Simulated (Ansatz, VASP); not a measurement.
# ReS: VASP beside Ansatz

```
Re S
1.0
     0.00000    2.58556    2.58556
     2.58556    0.00000    2.58556
     2.58556    2.58556    0.00000
Re S
1 1
Cartesian
  0.0000 0.0000 0.0000
  2.5856 2.5856 2.5856
```

Alike in both runs: task single point; functional PBEsol; k mesh 14 × 14 × 14; occupations gaussian, width 0.1 eV; collinear spin.

|  | VASP | Ansatz |
| --- | --- | --- |
| version | VASP 6.6.1 | Ansatz 0.2.0 |
| potentials or method | VASP PAW PBE potentials, release 64 (Re, S), cutoff 520 eV | scalar-relativistic, plane waves, PAW |
| valence electrons in the cell | 13 | 21 |

|  | VASP | Ansatz | Ansatz less VASP |
| --- | --- | --- | --- |
| gap on the k mesh at the Fermi level (eV) | none | none | - |
| pressure (GPa) | -20.7 | -21.1 | -0.48 |
| net moment per atom (μB) | 0.99 | 0.99 | +0.002 |
| size of the moment on the site where the two differ most (μB) | 1.83 | 1.49 | -0.340 |

VASP's potentials were made for PBE, not for PBEsol. Site moments also hang on the region over which each program counts them. A gap of «none» marks a metal or a gap that the smearing closes. VASP's potentials hold 13 valence electrons a cell and Ansatz's 21, so a difference there can come from the potentials and not from the codes.

Spin-orbit coupling is off throughout.
